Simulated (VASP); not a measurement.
A run of VASP 6.6.1 is set up as follows.

INCAR

```
PREC = Accurate
ENCUT = 520
EDIFF = 1E-7
ISMEAR = 0
SIGMA = 0.15
LREAL = False
LASPH = True
NELM = 80
ALGO = Normal
ISIF = 2
LWAVE = False
LCHARG = False
GGA = PE
NBANDS = 84
```

The input KPOINTS:

```
regular mesh
0
Gamma
  4 3 3
```

The input POSCAR:

```
Zn12H
1.0
    5.3200000000      0.0000000000      0.0000000000
   -3.9900000000      6.9108830000      0.0000000000
    0.0000000000      0.0000000000      4.9369600000
Zn H
12 1
Direct
    0.0113563523     -0.0070529338     -0.0079411217
    0.1802821988      0.2126732575      0.4785839869
    0.0369207430      0.3379346749     -0.0467390864
    0.1851403478      0.5506079324      0.4805147297
    0.0066651278      0.6564585162     -0.0014920113
    0.1771519177      0.8780960407      0.4841467219
    0.4935304921     -0.0282631033     -0.0423708112
    0.6788862463      0.2143129901      0.5069597485
    0.5030932424      0.3324641728     -0.0147116849
    0.6809508127      0.5479958205      0.4928923872
    0.5200152087      0.6639393258     -0.0089378889
    0.6821506746      0.8795297215      0.4811177324
    0.6824299488      0.2084361723      1.1221109752
```

Potentials or basis: VASP PAW PBE potentials, release 64 (Zn, H).

Command:

```bash
$ cat potpaw_PBE.64/Zn/POTCAR potpaw_PBE.64/H/POTCAR > POTCAR
$ mpirun -np 1 vasp_std > vasp.out
```

Question: Estimate the pressure.

Answer: 3.0 GPa.

Question: Estimate the largest force.

Answer: 0.054 eV/Å.

Stress tensor (GPa, compression positive):
```
 4.53 -0.97  0.27
-0.97  1.69 -0.10
 0.27 -0.10  2.87
```

Caveat: the k points lie up to 0.42 Å⁻¹ apart.
